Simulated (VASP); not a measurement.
# Zr2NbC3 (P-4m2) in VASP: single point with PBE

Aim: the single point of Zr2NbC3 with PBE.

All numbers are computed with VASP 6.6.1; they aren't measurements. Logs are shortened: lines on timing, memory, paths and dates and some standing lists are left out, and cuts for length are marked.

### Step 1. The cell of the first run

The structure is tetragonal, space group P-4m2 (No. 115). The conventional cell has a = 3.127 Å, b = 3.127 Å, c = 9.551 Å, α = 90.00°, β = 90.00°, γ = 90.00°. Zr (site symmetry 2mm) has 2 C at 2.15 Å within 2.8 Å. Nb (site symmetry -4m2) has 8 C at 2.21 to 2.28 Å within 2.9 Å. Within 2.8 Å of C (site symmetry 2mm) lie 2 Zr at 2.15 Å and 2 Nb at 2.28 Å and 2 C at 2.28 Å. Within 2.9 Å of C (site symmetry -4m2) lie 4 Nb at 2.21 Å and 4 C at 2.28 Å.

The cell was generated, and may not be a known phase.

### Step 2. Single point, PBE, collinear spin

File INCAR:

```
SYSTEM = Zr2NbC3
PREC = Accurate
ENCUT = 600
EDIFF = 1E-6
ISMEAR = 0
SIGMA = 0.1
LREAL = .False.
LASPH = .True.
NELM = 200
ALGO = Normal
ISIF = 2
LWAVE = .False.
LCHARG = .False.
ISPIN = 2
MAGMOM = 1 1 1 0 0 0
LORBIT = 11
LMAXMIX = 4
GGA = PE
NBANDS = 38
GGA_COMPAT = .False.
```

File KPOINTS:

```
regular mesh
0
Gamma
  6 6 2
  0 0 0
```

File POSCAR:

```
Zr2NbC3
1.0
    3.1265786477      0.0000000000      0.0000000000
    0.0000000000      3.1265786477      0.0000000000
    0.0000000000      0.0000000000      9.5507105006
Zr Nb C
2 1 3
Direct
    0.0000000000      0.0000000000      0.3288375420
    0.0000000000      0.0000000000      0.6711624580
    0.0000000000      0.0000000000      0.0000000000
    0.0000000000      0.5000000000      0.8260024171
    0.5000000000      0.0000000000      0.1739975829
    0.5000000000      0.5000000000      0.0000000000
```

Potentials or basis: VASP PAW PBE potentials, release 64 (Zr_sv, Nb_sv, C).

On the command line:

```bash
$ cat potpaw_PBE.64/Zr_sv/POTCAR potpaw_PBE.64/Nb_sv/POTCAR potpaw_PBE.64/C/POTCAR > POTCAR
$ mpirun -np 1 vasp_std > vasp.out
```

OUTCAR:

```text
SYSTEM = Zr2NbC3
   PREC = Accurate
   ENCUT = 600
   EDIFF = 1E-6
   ISMEAR = 0
   LREAL = .False.
   LASPH = .True.
   NELM = 200
   ISIF = 2
   ISPIN = 2
   LORBIT = 11
   GGA = PE

 ion  position               nearest neighbor table
   1  0.000  0.000  0.329-   5 2.15   5 2.15   3 3.14   2 3.27
   2  0.000  0.000  0.671-   4 2.15   4 2.15   3 3.14   1 3.27
   3  0.000  0.000  0.000-   6 2.21   6 2.21   6 2.21   6 2.21   5 2.28   5 2.28   4 2.28   4 2.28
                             1 3.14   2 3.14
   4  0.000  0.500  0.826-   2 2.15   2 2.15   3 2.28   3 2.28
   5  0.500  0.000  0.174-   1 2.15   1 2.15   3 2.28   3 2.28
   6  0.500  0.500  0.000-   3 2.21   3 2.21   3 2.21   3 2.21

  LATTYP: Found a simple tetragonal cell.
 ALAT       =     3.1265786477
 C/A-ratio  =     3.0546842337

  Lattice vectors:

 A1 = (   3.1265786477,   0.0000000000,   0.0000000000)
 A2 = (   0.0000000000,   3.1265786477,   0.0000000000)
 A3 = (   0.0000000000,   0.0000000000,   9.5507105006)

Analysis of symmetry for initial positions (statically):
=====================================================================
 Subroutine PRICEL returns:
 Original cell was already a primitive cell.

 Routine SETGRP: Setting up the symmetry group for a
 simple tetragonal supercell.

 Subroutine GETGRP returns: Found  8 space group operations
 (whereof  8 operations were pure point group operations)
 out of a pool of 16 trial point group operations.

The static configuration has the point symmetry D_2d.

Analysis of symmetry for dynamics (positions and initial velocities):
=====================================================================
 Subroutine PRICEL returns:
 Original cell was already a primitive cell.

 Routine SETGRP: Setting up the symmetry group for a
 simple tetragonal supercell.

 Subroutine GETGRP returns: Found  8 space group operations
 (whereof  8 operations were pure point group operations)
 out of a pool of 16 trial point group operations.

The dynamic configuration has the point symmetry D_2d.

Analysis of structural, dynamic, and magnetic symmetry:
=====================================================================
 Subroutine PRICEL returns:
 Original cell was already a primitive cell.

 Routine SETGRP: Setting up the symmetry group for a
 simple tetragonal supercell.

 Subroutine GETGRP returns: Found  8 space group operations
 (whereof  8 operations were pure point group operations)
 out of a pool of 16 trial point group operations.

The overall configuration has the point symmetry D_2d.

 Subroutine INISYM returns: Found  8 space group operations
 (whereof  8 operations are pure point group operations),
 and found     1 'primitive' translations

----------------------------------------------------------------------------------------

                                     Primitive cell

  volume of cell :      93.3629

  direct lattice vectors                    reciprocal lattice vectors
     3.126578648  0.000000000  0.000000000     0.319838428  0.000000000  0.000000000
     0.000000000  3.126578648  0.000000000     0.000000000  0.319838428  0.000000000
     0.000000000  0.000000000  9.550710501     0.000000000  0.000000000  0.104704252

  length of vectors
     3.126578648  3.126578648  9.550710501     0.319838428  0.319838428  0.104704252

  position of ions in fractional coordinates (direct lattice)
     0.000000000  0.000000000  0.328837542
     0.000000000  0.000000000  0.671162458
     0.000000000  0.000000000  0.000000000
     0.000000000  0.500000000  0.826002417
     0.500000000  0.000000000  0.173997583
     0.500000000  0.500000000  0.000000000

  ion indices of the primitive-cell ions
   primitive index   ion index
                 1           1
                 2           2
                 3           3
                 4           4
                 5           5
                 6           6

----------------------------------------------------------------------------------------

 KPOINTS: regular mesh

Automatic generation of k-mesh.
 Grid dimensions read from file:
 generate k-points for:    6    6    2

 Generating k-lattice:

  Cartesian coordinates                     Fractional coordinates (reciprocal lattice)
     0.053306405  0.000000000  0.000000000     0.166666667  0.000000000  0.000000000
     0.000000000  0.053306405  0.000000000     0.000000000  0.166666667  0.000000000
     0.000000000  0.000000000  0.052352126     0.000000000  0.000000000  0.500000000

  Length of vectors
     0.053306405  0.053306405  0.052352126

  Shift w.r.t. Gamma in fractional coordinates (k-lattice)
     0.000000000  0.000000000  0.000000000

 Subroutine IBZKPT returns following result:
 ===========================================

 Found     20 irreducible k-points:

 Following reciprocal coordinates:
            Coordinates               Weight
  0.000000  0.000000  0.000000      1.000000
  0.166667  0.000000  0.000000      4.000000
  0.333333  0.000000  0.000000      4.000000
  0.500000  0.000000  0.000000      2.000000
  0.166667  0.166667  0.000000      4.000000
  0.333333  0.166667  0.000000      8.000000
[... 12 lines left out ...]
  0.500000  0.333333  0.500000      4.000000
  0.500000  0.500000  0.500000      1.000000
   k-points           NKPTS =     20   k-points in BZ     NKDIM =     20   number of bands    NBANDS=     38
   number of dos      NEDOS =    301   number of ions     NIONS =      6
   total plane-waves  NPLWV =  62720
   dimension x,y,z NGX =    28 NGY =   28 NGZ =   80
   dimension x,y,z NGXF=    56 NGYF=   56 NGZF=  160
   ions per type =               2   1   3
   NGX,Y,Z   is equivalent  to a cutoff of  14.89, 14.89, 13.93 a.u.
   NGXF,Y,Z  is equivalent  to a cutoff of  29.78, 29.78, 27.85 a.u.
 SYSTEM =  Zr2NbC3
   PREC   = accura    normal or accurate (medium, high low for compatibility)
   ISTART =      0    job   : 0-new  1-cont  2-samecut
   ICHARG =      2    charge: 1-file 2-atom 10-const
   ISPIN  =      2    spin polarized calculation?
   LNONCOLLINEAR =      F non collinear calculations
   LSORBIT =      F    spin-orbit coupling
   LASPH  =      T    aspherical Exc in radial PAW
   ENCUT  =  600.0 eV  44.10 Ry    6.64 a.u.   6.24  6.24 19.08*2*pi/ulx,y,z
   NELM   =    200;   NELMIN=  2; NELMDL= -5     # of ELM steps
   EDIFF  = 0.1E-05   stopping-criterion for ELM
   LREAL  =      F    real-space projection
   EDIFFG = 0.1E-04   stopping-criterion for IOM
   NSW    =      0    number of steps for IOM
   IBRION =     -1    ionic relax: 0-MD 1-quasi-New 2-CG
   NFREE  =      0    steps in history (QN), initial steepest desc. (CG)
   ISIF   =      2    stress and relaxation
   ISYM   =      2    0-nonsym 1-usesym 2-fastsym
   POTIM  = 0.5000    time-step for ionic-motion
   TEBEG  =    0.0;   TEEND  =   0.0 temperature during run
   PSTRESS=    0.0 pullay stress
   NELECT =      49.0000    total number of electrons
   NUPDOWN=      -1.0000    fix difference up-down
   EMIN   =  10.00;   EMAX   =-10.00  energy-range for DOS
   EFERMI =   0.00;   METHOD = LEGACY
   ISMEAR =     0;   SIGMA  =   0.10  broadening in eV -4-tet -1-fermi 0-gaus
   EFERMI_NEDOS =   21; number of points for ismear=-14 and -15
   IALGO  =     38    algorithm
   IMIX   =      4    mixing-type and parameters
     AMIX     =   0.40;   BMIX     =  1.00
     AMIX_MAG =   1.60;   BMIX_MAG =  1.00
  volume/ion in A,a.u.               =      15.56       105.01
  Fermi-wavevector in a.u.,A,eV,Ry     =   1.320531  2.495442 23.725882  1.743803
  Thomas-Fermi vector in A             =   2.450351
   LORBIT       =     11    0 simple, 1 ext, 2 COOP (PROOUT), +10 PAW based schemes
   GGA     = PE    functional components
   LHFCALC =     F    Hartree Fock is set to
   AEXX    =    0.0000 exact exchange contribution
   IVDW    =     0    specifies the selected vdW correction
   LEPSILON=     F    determine dielectric tensor
   LRPA    =     F    only Hartree local field effects (RPA)
 spin polarized calculation
 Gauss-broadening in eV      SIGMA  =   0.10
  energy-cutoff  :      600.00
  volume of cell :       93.36
 maximum number of plane-waves:      3138
 NGX is ok and might be reduce to    28
   NGX = 13   NGY = 13   NGZ = 39

 number of electron      49.0000001 magnetization       0.4140147

 Free energy of the ion-electron system (eV)
  ---------------------------------------------------
  ext. energy  EPLUGINS =         0.00000000
  ---------------------------------------------------
  free energy    TOTEN  =       -51.11763880 eV

  energy without entropy =      -51.10282036  energy(sigma->0) =      -51.11022958

 E-fermi :   8.0508     XC(G=0): -11.1074

 val. band max:        8.0175853046   @ k =   0.5000   0.3333   0.0000
 cond. band min:       8.0678724014   @ k =   0.5000   0.1667   0.5000
 fundamental gap:      0.0502870969
 Fermi energy:         8.0507704702

 spin component 1

 k-point     1 :       0.0000    0.0000    0.0000
  band No.  band energies     occupation
      1     -47.2352      1.00000
      2     -40.9104      1.00000
      3     -40.8913      1.00000
      4     -23.3296      1.00000
      5     -23.1902      1.00000
      6     -23.1902      1.00000
[... 28 lines left out ...]
     35      12.3848      0.00000
     36      12.3848      0.00000

 k-point     2 :       0.1667    0.0000    0.0000
  band No.  band energies     occupation
      1     -47.2246      1.00000
      2     -40.8942      1.00000
      3     -40.8752      1.00000
      4     -23.3354      1.00000
      5     -23.3068      1.00000
      6     -23.1725      1.00000
[... 28 lines left out ...]
     35      11.9422      0.00000
     36      12.3011      0.00000
[... 661 lines left out ...]
     35      12.3571      0.00000
     36      13.1204      0.00000

 k-point    20 :       0.5000    0.5000    0.5000
  band No.  band energies     occupation
      1     -47.1499      1.00000
      2     -40.7813      1.00000
      3     -40.7631      1.00000
      4     -23.6309      1.00000
      5     -23.6309      1.00000
      6     -23.2001      1.00000
[... 28 lines left out ...]
     35      12.4387      0.00000
     36      13.4150      0.00000
 Fermi energy:         8.0507704702

 spin component 2

 k-point     1 :       0.0000    0.0000    0.0000
  band No.  band energies     occupation
      1     -47.2342      1.00000
      2     -40.8406      1.00000
      3     -40.8215      1.00000
      4     -23.3281      1.00000
      5     -23.1891      1.00000
      6     -23.1891      1.00000
[... 28 lines left out ...]
     35      12.4585      0.00000
     36      12.4585      0.00000

 k-point     2 :       0.1667    0.0000    0.0000
  band No.  band energies     occupation
      1     -47.2235      1.00000
      2     -40.8246      1.00000
      3     -40.8055      1.00000
      4     -23.3342      1.00000
      5     -23.3053      1.00000
      6     -23.1714      1.00000
[... 28 lines left out ...]
     35      11.9625      0.00000
     36      12.3254      0.00000
[... 661 lines left out ...]
     35      12.4117      0.00000
     36      13.1407      0.00000

 k-point    20 :       0.5000    0.5000    0.5000
  band No.  band energies     occupation
      1     -47.1489      1.00000
      2     -40.7132      1.00000
      3     -40.6950      1.00000
      4     -23.6299      1.00000
      5     -23.6299      1.00000
      6     -23.1986      1.00000
[... 28 lines left out ...]
     35      12.5056      0.00000
     36      13.4958      0.00000
 [bands above 36 left out]

------------------------ aborting loop because EDIFF is reached ----------------------------------------

  FORCE on cell =-STRESS in cart. coord.  units (eV):
  Direction    XX          YY          ZZ          XY          YZ          ZX
  --------------------------------------------------------------------------------------
  -------------------------------------------------------------------------------------
  Total       -0.2122329     -0.2122329     -0.1079883      0.0000000      0.0000000      0.0000000
  in kB       -3.6420758     -3.6420758     -1.8531599      0.0000000      0.0000000      0.0000000
  external PRESSURE =      -3.0457705 kB  Pullay stress =       0.0000000 kB

 VOLUME and BASIS-vectors are now :
 -----------------------------------------------------------------------------
  energy-cutoff  :      600.00
  volume of cell :       93.36
      direct lattice vectors                 reciprocal lattice vectors
     3.126578648  0.000000000  0.000000000     0.319838428  0.000000000  0.000000000
     0.000000000  3.126578648  0.000000000     0.000000000  0.319838428  0.000000000
     0.000000000  0.000000000  9.550710501     0.000000000  0.000000000  0.104704252

 POSITION                                       TOTAL-FORCE (eV/Angst)
 -----------------------------------------------------------------------------------
      0.00000      0.00000      3.14063        -0.000000      0.000000     -0.023947
      0.00000      0.00000      6.41008        -0.000000     -0.000000      0.023947
      0.00000      0.00000      0.00000        -0.000000      0.000000     -0.000000
      0.00000      1.56329      7.88891        -0.000000     -0.000000     -0.021405
      1.56329      0.00000      1.66180         0.000000      0.000000      0.021405
      1.56329      1.56329      0.00000        -0.000000      0.000000     -0.000000
 -----------------------------------------------------------------------------------
    total drift:                                0.000000      0.000000      0.000000

  FREE ENERGIE OF THE ION-ELECTRON SYSTEM (eV)
  ---------------------------------------------------
  free  energy   TOTEN  =       -51.1176387959 eV

  energy  without entropy=      -51.1028203624  energy(sigma->0) =      -51.11022958

 total charge

# of ion       s       p       d       tot
------------------------------------------
    1        2.216   5.972   1.723   9.911
    2        2.216   5.972   1.723   9.911
    3        2.174   6.092   2.412  10.678
    4        0.919   1.400   0.000   2.319
    5        0.919   1.400   0.000   2.319
    6        0.946   1.332   0.000   2.278
--------------------------------------------------
tot          9.390  22.168   5.857  37.415

 magnetization (x)

# of ion       s       p       d       tot
------------------------------------------
    1        0.011   0.003   0.106   0.120
    2        0.011   0.003   0.106   0.120
    3       -0.000  -0.000   0.002   0.001
    4       -0.001   0.000   0.000  -0.000
    5       -0.001   0.000   0.000  -0.000
    6       -0.000   0.005   0.000   0.005
--------------------------------------------------
tot          0.020   0.012   0.213   0.246
```

It took 5.9 min on 1 thread of Oxide Virtual Turin-like, shared host; peak memory 0.33 GiB.

What came out:

```yaml
Free_energy: -51.1176 eV
Pressure: -0.3 GPa
Largest_force: 0.024 eV/Å
Net_moment: 0.41 μB per cell
Site_moments: Zr +0.12; Nb +0.00; C -0.00, +0.01 (each value once) μB
Valence_electrons_inside_the_program's_atomic_spheres: Zr 9.91; Nb 10.68; C 2.32, 2.28 (each value once)
```

Forces in eV/Å, atoms in the order of the input:
```
Zr   0.000  0.000 -0.024
Zr   0.000  0.000  0.024
Nb   0.000  0.000  0.000
C    0.000  0.000 -0.021
C    0.000  0.000  0.021
C    0.000  0.000  0.000
```

Caveat: a moment this small can come from the mesh or the smearing.
